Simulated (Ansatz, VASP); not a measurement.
# One calculation of Au, two programs

```
CELL_PARAMETERS angstrom
0.00000 2.11903 2.11903
2.11903 0.00000 2.11903
2.11903 2.11903 0.00000
ATOMIC_POSITIONS crystal
Au 0.00000 0.00000 0.00000
```

Change from the starting cell: volume scaled by 1.06.

Alike in both runs: task single point; functional PBE; k mesh 14 × 14 × 14; occupations fermi-dirac, width 0.03 eV; no spin polarisation.

|  | VASP | Ansatz |
| --- | --- | --- |
| version | VASP 6.6.1 | Ansatz 0.2.0 |
| potentials or method | VASP PAW PBE potentials, release 64 (Au), cutoff 520 eV | all-electron LAPW, scalar-relativistic |

|  | VASP | Ansatz | Ansatz less VASP |
| --- | --- | --- | --- |
| pressure (GPa) | -6.9 | -6.7 | +0.14 |

Ansatz ran all-electron here, and VASP with PAW potentials.

Spin-orbit coupling is off throughout.
